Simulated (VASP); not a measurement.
A run of VASP 6.6.1 is set up as follows.

Contents of INCAR:

```
SYSTEM = PbO
  ALGO = Normal
  EDIFF = 1E-7
  ENCUT = 520
  GGA = PS
  ISIF = 2
  ISMEAR = 0
  LASPH = .True.
  LCHARG = .False.
  LREAL = .False.
  LWAVE = .False.
  NBANDS = 17
  NELM = 80
  PREC = Accurate
  SIGMA = 0.1
```

KPOINTS

```
k-points
0
Gamma
  6 6 6
  0 0 0
```

Contents of POSCAR:

```
PbO
1.0
    3.3830704047      0.0000000000      0.0000000000
    0.0000000000      3.3830704047      0.0000000000
    0.0000000000      0.0000000000      3.3830704047
O Pb
1 1
Direct
    0.5000000000      0.5000000000      0.5000000000
    0.0000000000      0.0000000000      0.0000000000
```

Potentials or basis: VASP PAW PBE potentials, release 64 (O, Pb_d).

Command:

```console
$ cat potpaw_PBE.64/O/POTCAR potpaw_PBE.64/Pb_d/POTCAR > POTCAR
$ mpirun -np 1 vasp_std > vasp.out
```

Question: Predict the band gap on the k mesh.

Answer: 0.30 eV (least direct gap 0.53 eV).

Question: Estimate the pressure.

Answer: -13.8 GPa.

Caveat: the cell differs from its parent crystal (Te replaced by O, lengths x 0.848, strained); the cell stands under tension; the PAW data sets were made with another functional, which shifts forces and pressure a little; spin-orbit coupling is left out, which moves the levels of the heavy elements. A k mesh can miss the band edges.
